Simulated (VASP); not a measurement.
A run of VASP 6.6.1 is set up as follows.

File POSCAR:

```
AlN
1.0
    0.0000000000      2.0345180000      1.9836550500
    2.0345180000      0.0000000000      1.9836550500
    2.0345180000      2.0345180000      0.0000000000
Al N
1 1
Direct
    0.5000000000      0.5000000000      0.5000000000
    0.0000000000      0.0000000000      0.0000000000
```

File INCAR.step1:

```
SYSTEM = AlN
ALGO     = Normal         ! electronic algorithm
EDIFF    = 1E-4           ! SCF threshold, eV
ENCUT    = 520            ! plane-wave cutoff, eV
GGA      = PE             ! functional
ISMEAR   = 0              ! smearing method
LASPH    = .TRUE.         ! aspherical terms in the spheres
LCHARG   = .FALSE.        ! write CHGCAR
LREAL    = .FALSE.        ! projectors in reciprocal space
LWAVE    = .TRUE.         ! write WAVECAR
NBANDS   = 11             ! bands
NELM     = 100            ! most SCF steps
PREC     = Accurate       ! precision mode
SIGMA    = 0.05           ! smearing width, eV
```

File INCAR.step2:

```
SYSTEM = AlN
ALGO     = Normal         ! electronic algorithm
EDIFF    = 1E-6           ! SCF threshold, eV
ENCUT    = 520            ! plane-wave cutoff, eV
ISIF     = 2              ! what is computed and relaxed
ISMEAR   = 0              ! smearing method
ISTART   = 1            
LASPH    = .TRUE.         ! aspherical terms in the spheres
LCHARG   = .TRUE.         ! write CHGCAR
LELF     = .TRUE.         ! ELF
LMIXTAU  = .TRUE.       
LREAL    = .FALSE.        ! projectors in reciprocal space
LVHAR    = .TRUE.       
LWAVE    = .FALSE.        ! write WAVECAR
METAGGA  = R2SCAN         ! meta-GGA
NBANDS   = 11             ! bands
NELM     = 100            ! most SCF steps
PREC     = Accurate       ! precision mode
SIGMA    = 0.05           ! smearing width, eV
```

KPOINTS

```
k-points
0
G
  10 10 10
  0 0 0
```

Potentials or basis: VASP PAW PBE potentials, release 64 (Al, N).

Launch:

```bash
$ cat potpaw_PBE.64/Al/POTCAR potpaw_PBE.64/N/POTCAR > POTCAR
$ cp INCAR.step1 INCAR
$ mpirun -np 1 vasp_std > vasp.out
$ cp INCAR.step2 INCAR
$ mpirun -np 1 vasp_std > vasp.out
```

What does it give for the band gap on the k mesh?

5.34 eV, indirect (least direct gap 6.54 eV).

What does it give for the pressure?

0.1 GPa.

Stress tensor (GPa, compression positive):
```
-2.48  0.00  0.00
 0.00 -2.48  0.00
 0.00  0.00  5.34
```

Caveat: the cell differs from its parent crystal (strain -0.0250 x Voigt [0, 0, 1, 0, 0, 0]); the PAW data sets were made with another functional, which shifts forces and pressure a little. A k mesh can miss the band edges.
